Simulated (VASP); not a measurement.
Here is a VASP 6.6.1 calculation.

File INCAR:

```
AGGAC    = 1.0          
AGGAX    = 1.0          
ALDAC    = 0.0          
ALDAX    = 1.0          
ALGO     = Normal         # electronic algorithm
EDIFF    = 1E-6           # SCF threshold, eV
ENCUT    = 500            # plane-wave cutoff, eV
GGA      = B5             # functional
GGA_COMPAT= F            
ISIF     = 2              # what is computed and relaxed
ISMEAR   = -1             # smearing method
LASPH    = T              # aspherical terms in the spheres
LCHARG   = F              # write CHGCAR
LREAL    = F              # projectors in reciprocal space
LWAVE    = F              # write WAVECAR
NBANDS   = 12             # bands
NELM     = 120            # most SCF steps
PREC     = Accurate       # precision mode
SIGMA    = 0.1            # smearing width, eV
```

KPOINTS

```
k-points
0
Gamma
  17 17 17
```

File POSCAR:

```
Cr
1.0
    0.0000000000      1.8314286076      1.8314286076
    1.8314286076      0.0000000000      1.8314286076
    1.8314286076      1.8314286076      0.0000000000
Cr
1
Direct
    0.0000000000      0.0000000000      0.0000000000
```

Potentials or basis: VASP PAW PBE potentials, release 64 (Cr_pv).

The run is started by

```sh
$ cat potpaw_PBE.64/Cr_pv/POTCAR > POTCAR
$ mpirun -np 1 vasp_std > vasp.out
```

**Question.** Predict the band gap on the k mesh.

**Answer.** Zero (bands 6 and 7 overlap by 2.81 eV).

**Question.** Predict the pressure.

**Answer.** -0.3 GPa.

Caveat: an empty level that is flat over the whole mesh can mark a ghost state of the potentials, or a narrow d or f band; the PAW data sets were made with another functional, which shifts forces and pressure a little; the run has no spin polarisation, though such a crystal can be magnetic. Spin polarisation is off, so any magnetic state and its effect on volume and gap are missing.
